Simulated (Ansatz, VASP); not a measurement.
# One calculation of WSe2, two programs

Contents of POSCAR:

```
WSe2
1.0
    3.0400945843      0.0000000000      0.0000000000
   -1.5200472922      2.6327991399      0.0000000000
    0.0000000000      0.0000000000     19.8421535289
W Se
1 2
Direct
    0.0000000000      0.0000000000      0.0000000000
    0.3333333333      0.6666666667      0.0997865200
    0.3333333333      0.6666666667      0.9002134800
```

File INCAR.step1:

```
SYSTEM = WSe2
PREC = Accurate ; ENCUT = 520
ISMEAR = 0 ; SIGMA = 0.05
LREAL = .FALSE. ; LASPH = .TRUE.
NELM = 60 ; NBANDS = 20
GGA = PE ; ALGO = Normal
EDIFF = 1E-4 ; LWAVE = .TRUE.
LCHARG = .FALSE.
```

File INCAR.step2:

```
SYSTEM = WSe2
PREC = Accurate ; ENCUT = 520
EDIFF = 1E-6 ; ISMEAR = 0
SIGMA = 0.05 ; LREAL = .FALSE.
LASPH = .TRUE. ; NELM = 60
ALGO = Normal ; ISIF = 2
LWAVE = .FALSE. ; LCHARG = .FALSE.
METAGGA = R2SCAN ; LMIXTAU = .TRUE.
NBANDS = 20 ; ISTART = 1
```

The input KPOINTS:

```
regular mesh
0
G
  12 12 2
  0 0 0
```

Input for Ansatz:

```yaml
crystal:
  lattice:
    - [3.0400945843, 0.0, 0.0]
    - [-1.5200472922, 2.6327991399, 0.0]
    - [0.0, 0.0, 19.8421535289]
  atoms:
    - { symbol: W, position: [0.0, 0.0, 0.0] }
    - { symbol: Se, position: [0.3333333333, 0.6666666667, 0.09978652] }
    - { symbol: Se, position: [0.3333333333, 0.6666666667, 0.90021348] }
basis:
  ecutwfc: 500
kpoints:
  mp_grid: { grid: [12, 12, 2] }
hamiltonian:
  xc: r2scan
scf:
  occupations: { method: gaussian, width: 0.05 }
output:
  forces: true
  stress: true
  eigenvalues: true
```

Alike in both runs: task single point; functional r2SCAN; k mesh 12 × 12 × 2; occupations gaussian, width 0.05 eV; no spin polarisation.

```csv
,VASP,Ansatz
version,VASP 6.6.1,Ansatz 0.2.0
potentials or method,"VASP PAW PBE potentials, release 64 (W_sv, Se), cutoff 520 eV","scalar-relativistic, plane waves, PAW"
valence electrons in the cell,26,46
```

```tsv
	VASP	Ansatz	Ansatz less VASP
gap on the k mesh at the Fermi level (eV)	0.09	0.08	-0.006
least direct gap on the mesh (eV)	0.88	0.88	-0.001
rms of the force components (eV/Å)	1.383	1.396	+0.0135
```

VASP's potentials were made for PBE, not for r2SCAN. Atom by atom the forces differ by 0.013 eV/Å (rms over components). With one functional, cell and mesh, what is left measures potentials, basis and numerics. VASP's potentials hold 26 valence electrons a cell and Ansatz's 46, so a difference there can come from the potentials and not from the codes.

Spin-orbit coupling is off throughout.
